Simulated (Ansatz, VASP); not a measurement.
**Si7Ge in VASP and in Ansatz**

File INCAR:

```
PREC = Accurate
ENCUT = 600
EDIFF = 1E-6
ISMEAR = 0
SIGMA = 0.01
LREAL = F
LASPH = T
NELM = 80
ALGO = Normal
ISIF = 3
LWAVE = F
LCHARG = F
IBRION = 2
NSW = 100
EDIFFG = -0.005
```

The input KPOINTS:

```
regular mesh
0
Gamma
  8 8 8
```

File POSCAR:

```
Si7Ge
1.0
    5.4653950700      0.0000000000      0.0000000000
    0.0000000000      5.4653950700      0.0000000000
    0.0000000000      0.0000000000      5.4653950700
Si Ge
7 1
Direct
    0.2526152100      0.2526152100      0.2526152100
    0.0000000000      0.5000000000      0.5000000000
    0.5000000000      0.5000000000      0.0000000000
    0.5000000000      0.0000000000      0.5000000000
    0.7473847900      0.2526152100      0.7473847900
    0.7473847900      0.7473847900      0.2526152100
    0.2526152100      0.7473847900      0.7473847900
    0.0000000000      0.0000000000      0.0000000000
```

Input for Ansatz:

```yaml
crystal:
  lattice:
    - [5.46539507, 0.0, 0.0]
    - [0.0, 5.46539507, 0.0]
    - [0.0, 0.0, 5.46539507]
  atoms:
    - { symbol: Si, position: [0.25261521, 0.25261521, 0.25261521] }
    - { symbol: Si, position: [0.0, 0.5, 0.5] }
    - { symbol: Si, position: [0.5, 0.5, 0.0] }
    - { symbol: Si, position: [0.5, 0.0, 0.5] }
    - { symbol: Si, position: [0.74738479, 0.25261521, 0.74738479] }
    - { symbol: Si, position: [0.74738479, 0.74738479, 0.25261521] }
    - { symbol: Si, position: [0.25261521, 0.74738479, 0.74738479] }
    - { symbol: Ge, position: [0.0, 0.0, 0.0] }
basis:
  ecutwfc: 420
kpoints:
  mp_grid: { grid: [8, 8, 8] }
hamiltonian:
  xc: lda
scf:
  occupations: { method: gaussian, width: 0.01 }
output:
  forces: true
  stress: true
  eigenvalues: true
relax:
  adjacent_minimum: "off"
  f_tol: 0.005
  max_steps: 80
  cell: { stress_tol: 0.05 }
```

Alike in both runs: task relaxation of cell and atoms; functional LDA; k mesh 8 × 8 × 8; occupations gaussian, width 0.01 eV; no spin polarisation.

```csv
,VASP,Ansatz
version,VASP 6.6.1,Ansatz 0.2.0
potentials or method,"VASP PAW LDA potentials, release 64 (Si, Ge_d), cutoff 600 eV","scalar-relativistic, plane waves, PAW"
valence electrons in the cell,42,42
```

VASP gave:

| Quantity | Value |
| --- | --- |
| gap on the k mesh at the Fermi level, each at its own relaxed structure (eV) | 0.26 |
| relaxed volume (Å³/atom) | 19.98 |
| relaxed cell length with the largest relative difference (Å) | 5.427 |

Task: Estimate Ansatz's values.

Result: gap on the k mesh at the Fermi level, each at its own relaxed structure (eV): 0.26; relaxed volume (Å³/atom): 19.96; relaxed cell length with the largest relative difference (Å): 5.425.

LDA's correlation is that of Perdew and Zunger in VASP and of Perdew and Wang (1992) in Ansatz.
